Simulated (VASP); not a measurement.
# Al3Cu2 (C2/m) in VASP: single point with PBEsol

Aim: the single point of Al3Cu2 with PBEsol.

Everything below comes from runs of VASP 6.6.1. Logs are shortened: lines on timing, memory, paths and dates and some standing lists are left out, and cuts for length are marked.

### 1 The cell of the first run

Symmetry: C2/m, No. 12, monoclinic system. Conventional cell: a = 7.418 Å, b = 4.099 Å, c = 4.982 Å, α = 90.00°, β = 90.00°, γ = 90.00°. Within 3.3 Å of Al (site symmetry 2/m) lie 6 Cu at 2.52 to 2.59 Å and 6 Al at 2.97 to 3.03 Å. Al (site symmetry m) has 5 Cu at 2.45 to 2.65 Å and 6 Al at 2.81 to 3.03 Å within 3.2 Å. Within 3.2 Å of Cu (site symmetry m) lie 8 Al at 2.45 to 2.65 Å and 3 Cu at 2.86 to 2.93 Å.

### 2 Single point, PBEsol (strain +0.0450 x Voigt [0, 1, 0, 0, 0, 0])

The input, INCAR:

```
PREC = Accurate ; ENCUT = 520
EDIFF = 1E-7 ; ISMEAR = 0
SIGMA = 0.15 ; LREAL = False
LASPH = True ; NELM = 80
ALGO = Fast ; ISIF = 2
LWAVE = False ; LCHARG = False
GGA = PS ; NBANDS = 24
```

The input, KPOINTS:

```
Automatic mesh
0
Gamma
  12 12 10
```

The input, POSCAR:

```
Al3Cu2
1.0
    4.0985856014      0.0000000000      0.0000000000
   -2.0492928007      3.7092058167      0.0000000000
    0.0000000000      0.0000000000      4.9821008425
Al Cu
3 2
Direct
    0.0000000000      0.0000000000      0.0000000000
    0.3333333333      0.6666666667      0.3515059809
    0.6666666667      0.3333333333      0.6484940191
    0.3333333333      0.6666666667      0.8422899817
    0.6666666667      0.3333333333      0.1577100183
```

Potentials or basis: VASP PAW PBE potentials, release 64 (Al, Cu).

Run with:

```sh
> cat potpaw_PBE.64/Al/POTCAR potpaw_PBE.64/Cu/POTCAR > POTCAR
> mpirun -np 1 vasp_std > vasp.out
```

OUTCAR:

```text
PREC = Accurate
   ENCUT = 520
   EDIFF = 1E-7
   ISMEAR = 0
   LREAL = False
   LASPH = True
   NELM = 80
   ISIF = 2
   GGA = PS

 ion  position               nearest neighbor table
   1  0.000  0.000  0.000-   4 2.52   5 2.52   5 2.52   4 2.52   5 2.59   4 2.59   2 2.97   3 2.97
                             2 2.97   3 2.97   3 3.03   2 3.03
   2  0.333  0.667  0.352-   4 2.45   4 2.54   5 2.58   5 2.58   5 2.65   3 2.81   3 2.81   3 2.88
                             1 2.97   1 2.97   1 3.03
   3  0.667  0.333  0.648-   5 2.45   5 2.54   4 2.58   4 2.58   4 2.65   2 2.81   2 2.81   2 2.88
                             1 2.97   1 2.97   1 3.03
   4  0.333  0.667  0.842-   2 2.45   1 2.52   1 2.52   2 2.54   3 2.58   3 2.58   1 2.59   3 2.65

   5  0.667  0.333  0.158-   3 2.45   1 2.52   1 2.52   3 2.54   2 2.58   2 2.58   1 2.59   2 2.65

  LATTYP: Found a base centered orthorhombic cell.
 ALAT       =     4.0985856014
 B/A-ratio  =     1.8099930939
 C/A-ratio  =     1.2155658871

  Lattice vectors:

 A1 = (   2.0492928007,  -3.7092058167,   0.0000000000)
 A2 = (   2.0492928007,   3.7092058167,   0.0000000000)
 A3 = (   0.0000000000,   0.0000000000,   4.9821008425)

Analysis of symmetry for initial positions (statically):
=====================================================================
 Subroutine PRICEL returns:
 Original cell was already a primitive cell.

 Routine SETGRP: Setting up the symmetry group for a
 base centered orthorhombic supercell.

 Subroutine GETGRP returns: Found  4 space group operations
 (whereof  4 operations were pure point group operations)
 out of a pool of  8 trial point group operations.

The static configuration has the point symmetry C_2h.

Analysis of symmetry for dynamics (positions and initial velocities):
=====================================================================
 Subroutine PRICEL returns:
 Original cell was already a primitive cell.

 Routine SETGRP: Setting up the symmetry group for a
 base centered orthorhombic supercell.

 Subroutine GETGRP returns: Found  4 space group operations
 (whereof  4 operations were pure point group operations)
 out of a pool of  8 trial point group operations.

The dynamic configuration has the point symmetry C_2h.

 Subroutine INISYM returns: Found  4 space group operations
 (whereof  4 operations are pure point group operations),
 and found     1 'primitive' translations

----------------------------------------------------------------------------------------

                                     Primitive cell

  volume of cell :      75.7404

  direct lattice vectors                    reciprocal lattice vectors
     4.098585601  0.000000000  0.000000000     0.243986608  0.134799745  0.000000000
    -2.049292801  3.709205817  0.000000000     0.000000000  0.269599491  0.000000000
     0.000000000  0.000000000  4.982100843     0.000000000  0.000000000  0.200718539

  length of vectors
     4.098585601  4.237665486  4.982100843     0.278747980  0.269599491  0.200718539

  position of ions in fractional coordinates (direct lattice)
     0.000000000  0.000000000  0.000000000
     0.333333333  0.666666667  0.351505981
     0.666666667  0.333333333  0.648494019
     0.333333333  0.666666667  0.842289982
     0.666666667  0.333333333  0.157710018

  ion indices of the primitive-cell ions
   primitive index   ion index
                 1           1
                 2           2
                 3           3
                 4           4
                 5           5

----------------------------------------------------------------------------------------

 KPOINTS: Automatic mesh

Automatic generation of k-mesh.
 Grid dimensions read from file:
 generate k-points for:   12   12   10

 Generating k-lattice:

  Cartesian coordinates                     Fractional coordinates (reciprocal lattice)
     0.020332217  0.011233312  0.000000000     0.083333333  0.000000000  0.000000000
     0.000000000  0.022466624  0.000000000     0.000000000  0.083333333  0.000000000
     0.000000000  0.000000000  0.020071854     0.000000000  0.000000000  0.100000000

  Length of vectors
     0.023228998  0.022466624  0.020071854

  Shift w.r.t. Gamma in fractional coordinates (k-lattice)
     0.000000000  0.000000000  0.000000000

 Subroutine IBZKPT returns following result:
 ===========================================

 Found    398 irreducible k-points:

 Following reciprocal coordinates:
            Coordinates               Weight
  0.000000  0.000000  0.000000      1.000000
  0.083333 -0.000000  0.000000      4.000000
  0.166667 -0.000000  0.000000      4.000000
  0.250000 -0.000000  0.000000      4.000000
  0.333333 -0.000000  0.000000      4.000000
  0.416667 -0.000000  0.000000      4.000000
[... 16 lines left out ...]
  0.333333  0.166667  0.000000      4.000000
  0.416667  0.166667  0.000000      4.000000
 [... further k-points ...]
   k-points           NKPTS =    398   k-points in BZ     NKDIM =    398   number of bands    NBANDS=     24
   number of dos      NEDOS =    301   number of ions     NIONS =      5
   total plane-waves  NPLWV =  38400
   dimension x,y,z NGX =    30 NGY =   32 NGZ =   40
   dimension x,y,z NGXF=    60 NGYF=   64 NGZF=   80
   ions per type =               3   2
   NGX,Y,Z   is equivalent  to a cutoff of  12.17, 12.55, 13.35 a.u.
   NGXF,Y,Z  is equivalent  to a cutoff of  24.34, 25.11, 26.69 a.u.
 SYSTEM =  unknown system
   PREC   = accura    normal or accurate (medium, high low for compatibility)
   ISTART =      0    job   : 0-new  1-cont  2-samecut
   ICHARG =      2    charge: 1-file 2-atom 10-const
   ISPIN  =      1    spin polarized calculation?
   LNONCOLLINEAR =      F non collinear calculations
   LSORBIT =      F    spin-orbit coupling
   LASPH  =      T    aspherical Exc in radial PAW
   ENCUT  =  520.0 eV  38.22 Ry    6.18 a.u.   7.62  7.88  9.26*2*pi/ulx,y,z
   NELM   =     80;   NELMIN=  2; NELMDL= -5     # of ELM steps
   EDIFF  = 0.1E-06   stopping-criterion for ELM
   LREAL  =      F    real-space projection
   EDIFFG = 0.1E-05   stopping-criterion for IOM
   NSW    =      0    number of steps for IOM
   IBRION =     -1    ionic relax: 0-MD 1-quasi-New 2-CG
   NFREE  =      0    steps in history (QN), initial steepest desc. (CG)
   ISIF   =      2    stress and relaxation
   ISYM   =      2    0-nonsym 1-usesym 2-fastsym
   POTIM  = 0.5000    time-step for ionic-motion
   TEBEG  =    0.0;   TEEND  =   0.0 temperature during run
   PSTRESS=    0.0 pullay stress
   NELECT =      31.0000    total number of electrons
   NUPDOWN=      -1.0000    fix difference up-down
   EMIN   =  10.00;   EMAX   =-10.00  energy-range for DOS
   EFERMI =   0.00;   METHOD = LEGACY
   ISMEAR =     0;   SIGMA  =   0.15  broadening in eV -4-tet -1-fermi 0-gaus
   EFERMI_NEDOS =   21; number of points for ismear=-14 and -15
   IALGO  =     68    algorithm
   IMIX   =      4    mixing-type and parameters
     AMIX     =   0.40;   BMIX     =  1.00
     AMIX_MAG =   1.60;   BMIX_MAG =  1.00
  volume/ion in A,a.u.               =      15.15       102.22
  Fermi-wavevector in a.u.,A,eV,Ry     =   1.215494  2.296951 20.101605  1.477426
  Thomas-Fermi vector in A             =   2.350879
   LORBIT       =      0    0 simple, 1 ext, 2 COOP (PROOUT), +10 PAW based schemes
   GGA     = PS    functional components
   LHFCALC =     F    Hartree Fock is set to
   AEXX    =    0.0000 exact exchange contribution
   IVDW    =     0    specifies the selected vdW correction
   LEPSILON=     F    determine dielectric tensor
   LRPA    =     F    only Hartree local field effects (RPA)
 non-spin polarized calculation
 RMM-DIIS sequential band-by-band and
 Gauss-broadening in eV      SIGMA  =   0.15
  energy-cutoff  :      520.00
  volume of cell :       75.74
 maximum number of plane-waves:      2064
   NGX = 15   NGY = 15   NGZ = 19

 number of electron      30.9999978 magnetization

 Free energy of the ion-electron system (eV)
  ---------------------------------------------------
  ext. energy  EPLUGINS =         0.00000000
  ---------------------------------------------------
  free energy    TOTEN  =       -21.64420906 eV

  energy without entropy =      -21.62818346  energy(sigma->0) =      -21.63619626

 E-fermi :   7.7715     XC(G=0): -10.8747

 val. band max:        7.7691381402   @ k =   0.4167  -0.0000   0.0000
 cond. band min:       7.7741277777   @ k =   0.5000  -0.0000   0.1000
 fundamental gap:      0.0049896375
 Fermi energy:         7.7715312350

 k-point     1 :       0.0000    0.0000    0.0000
  band No.  band energies     occupation
      1      -3.1336      2.00000
      2       1.6662      2.00000
      3       2.1553      2.00000
      4       2.6558      2.00000
      5       2.6893      2.00000
      6       2.9977      2.00000
[... 16 lines left out ...]
     23      13.3041      0.00000
     24      13.7055      0.00000

 k-point     2 :       0.0833   -0.0000    0.0000
  band No.  band energies     occupation
      1      -3.0531      2.00000
      2       1.7024      2.00000
      3       2.1428      2.00000
      4       2.6807      2.00000
      5       2.7127      2.00000
      6       2.9955      2.00000
[... 16 lines left out ...]
     23      13.1751      0.00000
     24      13.2523      0.00000

 k-point     3 :       0.1667   -0.0000    0.0000
  band No.  band energies     occupation
      1      -2.8125      2.00000
      2       1.7928      2.00000
      3       2.0930      2.00000
      4       2.7478      2.00000
      5       2.7705      2.00000
      6       2.9553      2.00000
[... 16 lines left out ...]
     23      12.7946      0.00000
     24      13.2168      0.00000
[... 514 lines left out ...]
 k-point    23 :       0.3333    0.1667    0.0000
  band No.  band energies     occupation
      1      -1.0310      2.00000
      2       0.8102      2.00000
      3       1.6116      2.00000
      4       2.7247      2.00000
      5       2.8755      2.00000
      6       3.0098      2.00000
[... 16 lines left out ...]
     23      14.5707      0.00000
     24      15.6738      0.00000

 k-point    24 :       0.4167    0.1667    0.0000
  band No.  band energies     occupation
      1      -0.4011      2.00000
      2       0.1097      2.00000
      3       1.5966      2.00000
      4       2.7785      2.00000
      5       2.8789      2.00000
      6       2.9952      2.00000
[... 16 lines left out ...]
     23      14.4644      0.00000
     24      15.2436      0.00000

 [... further k-points ...]
[... 5 lines left out ...]
  --------------------------------------------------------------------------------------
  -------------------------------------------------------------------------------------
  Total       -1.0805162     -3.3301556     -0.5572497      0.0000000      0.3596845      0.0000000
  in kB      -22.8567454    -70.4445911    -11.7878053      0.0000000      7.6086009      0.0000000
  external PRESSURE =     -35.0297139 kB  Pullay stress =       0.0000000 kB

 VOLUME and BASIS-vectors are now :
 -----------------------------------------------------------------------------
  energy-cutoff  :      520.00
  volume of cell :       75.74
      direct lattice vectors                 reciprocal lattice vectors
     4.098585601  0.000000000  0.000000000     0.243986608  0.134799745  0.000000000
    -2.049292801  3.709205817  0.000000000     0.000000000  0.269599491  0.000000000
     0.000000000  0.000000000  4.982100843     0.000000000  0.000000000  0.200718539

 POSITION                                       TOTAL-FORCE (eV/Angst)
 -----------------------------------------------------------------------------------
      0.00000      0.00000      0.00000         0.000000      0.000000      0.000000
     -0.00000      2.47280      1.75124        -0.000000      0.124174     -0.026465
      2.04929      1.23640      3.23086         0.000000     -0.124174      0.026465
     -0.00000      2.47280      4.19637        -0.000000     -0.048784      0.076327
      2.04929      1.23640      0.78573         0.000000      0.048784     -0.076327
 -----------------------------------------------------------------------------------
    total drift:                                0.000000     -0.000000     -0.000000

  FREE ENERGIE OF THE ION-ELECTRON SYSTEM (eV)
  ---------------------------------------------------
  free  energy   TOTEN  =       -21.6442090634 eV

  energy  without entropy=      -21.6281834572  energy(sigma->0) =      -21.63619626
```

It took 20 min on 1 thread of Intel Xeon Platinum 8259CL at 2.50GHz (Skylake/Cascade Lake), shared host; peak memory 0.66 GiB.

What came out:

```yaml
Free_energy: -21.6442 eV
Pressure: -3.5 GPa
Largest_force: 0.127 eV/Å
Band_gap_on_the_k_mesh: zero (an odd number of electrons rules out a gap without spin polarisation)
```

Forces on the atoms (eV/Å):
```
Al   0.000  0.000  0.000
Al   0.000  0.124 -0.026
Al   0.000 -0.124  0.026
Cu   0.000 -0.049  0.076
Cu   0.000  0.049 -0.076
```

Caveat: the cell differs from its parent crystal (strain +0.0450 x Voigt [0, 1, 0, 0, 0, 0]); the cell stands under tension; the PAW data sets were made with another functional, which shifts forces and pressure a little.
